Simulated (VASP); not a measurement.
Write the native input for VASP 6.6.1 that does the following.

```
Task                   : relaxation of cell and atoms
Functional             : PBEsol
Potentials or basis    : VASP PAW PBE potentials, release 64 (Zr_sv, S)
Cutoff                 : 600 eV
k mesh                 : 14 × 14 × 14
Occupations            : gaussian, width 0.1 eV
Spin                   : no spin polarisation
Dipole correction      : no
Further INCAR settings : ALGO = Normal; EDIFF = 1e-07; IBRION = 2; EDIFFG = -0.005; NSW = 100; ISIF = 3
```

The structure of ZrS lies in POSCAR:

```
ZrS
1.0
    0.0000000000      2.6250000000      2.6250000000
    2.6250000000      0.0000000000      2.6250000000
    2.6250000000      2.6250000000      0.0000000000
Zr S
1 1
Direct
    0.0000000000      0.0000000000      0.0000000000
    0.5000000000      0.5000000000      0.5000000000
```

The input as run:

INCAR

```
PREC = Accurate ; ENCUT = 600
EDIFF = 1E-7 ; ISMEAR = 0
SIGMA = 0.1 ; LREAL = False
LASPH = True ; NELM = 60
ALGO = Normal ; ISIF = 3
LWAVE = False ; LCHARG = False
GGA = PS ; IBRION = 2
NSW = 100 ; EDIFFG = -0.005
```

KPOINTS

```
regular mesh
0
Gamma
  14 14 14
```

Potentials or basis: VASP PAW PBE potentials, release 64 (Zr_sv, S).

Launch:

```sh
$ cat potpaw_PBE.64/Zr_sv/POTCAR potpaw_PBE.64/S/POTCAR > POTCAR
$ mpirun -np 1 vasp_std > vasp.out
```

Results of the run:

* Relaxed volume: 17.27 Å³/atom
* Relaxed cell: a = 3.656 Å, b = 3.656 Å, c = 3.656 Å, α = 60.00°, β = 60.00°, γ = 60.00°
* Space group after relaxing (to 0.05 Å): Fm-3m (No. 225)
* Energy gained by relaxing: 16.6 meV/atom
* Ionic steps: 5
* Pressure after relaxing: 0.0 GPa

Caveat: the PAW data sets were made with another functional, which shifts forces and pressure a little.

It took 100 s on 1 thread of Intel(R) Xeon(R) 6975P-C (Granite Rapids), with other jobs on the host, peak memory 0.22 GiB.
